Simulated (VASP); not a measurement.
Wanted: the native input for a VASP 6.6.1 run.

| Item | Value |
| --- | --- |
| Task | density of states |
| Functional | PBE |
| Potentials or basis | VASP PAW PBE potentials, release 64 (Hf_pv, O) |
| Cutoff | 520 eV |
| k mesh | 11 × 11 × 11 |
| Occupations | fermi-dirac, width 0.05 eV |
| Spin | no spin polarisation |
| Dipole correction | no |
| k mesh for the DOS | 17 × 17 × 17 |
| Occupations for the DOS | tetrahedron |
| Further INCAR settings | ALGO = Normal; EDIFF = 1e-07; NBANDS = 18 |

Crystal: HfO2 (fluorite type).

```
Hf O
1.0
     0.00000    2.17331    2.17331
     2.17331    0.00000    2.17331
     2.17331    2.17331    0.00000
Hf O
1 2
Direct
  0.00000 0.00000 0.00000
  0.25000 0.25000 0.25000
  0.75000 0.75000 0.75000
```

This cell differs from its parent crystal: volume scaled by 0.62.

One way to write it, as run:

POSCAR

```
HfO2
1.0
    0.0000000000      2.1733086185      2.1733086185
    2.1733086185      0.0000000000      2.1733086185
    2.1733086185      2.1733086185      0.0000000000
Hf O
1 2
Direct
    0.0000000000      0.0000000000      0.0000000000
    0.2500000000      0.2500000000      0.2500000000
    0.7500000000      0.7500000000      0.7500000000
```

INCAR.step1

```
PREC = Accurate
ENCUT = 520
EDIFF = 1E-7
ISMEAR = -1
SIGMA = 0.05
LREAL = F
LASPH = T
NELM = 100
ALGO = Normal
ISIF = 2
LWAVE = F
LCHARG = T
LMAXMIX = 4
GGA = PE
NBANDS = 18
```

KPOINTS.step1

```
regular mesh
0
Gamma
  11 11 11
```

INCAR.step2

```
PREC = Accurate
ENCUT = 520
EDIFF = 1E-7
ISMEAR = -5
SIGMA = 0.05
LREAL = F
LASPH = T
NELM = 100
ALGO = Normal
ISIF = 2
LWAVE = F
LCHARG = F
LMAXMIX = 4
GGA = PE
LORBIT = 11
NBANDS = 18
NEDOS = 2001
ICHARG = 11
```

KPOINTS.step2

```
regular mesh
0
Gamma
  17 17 17
```

Potentials or basis: VASP PAW PBE potentials, release 64 (Hf_pv, O).

Command:

```bash
$ cat potpaw_PBE.64/Hf_pv/POTCAR potpaw_PBE.64/O/POTCAR > POTCAR
$ cp INCAR.step1 INCAR
$ cp KPOINTS.step1 KPOINTS
$ mpirun -np 1 vasp_std > vasp.out
$ cp INCAR.step2 INCAR
$ cp KPOINTS.step2 KPOINTS
$ mpirun -np 1 vasp_std > vasp.out
```

Results of the run:

```
Valence electrons inside the program's atomic spheres : Hf 10.61; O 5.50
```

Caveat: spin-orbit coupling is left out, which moves the levels of the heavy elements.

It took 36 s on 1 thread of Intel(R) Xeon(R) 6975P-C (Granite Rapids), with other jobs on the host, peak memory 0.17 GiB.
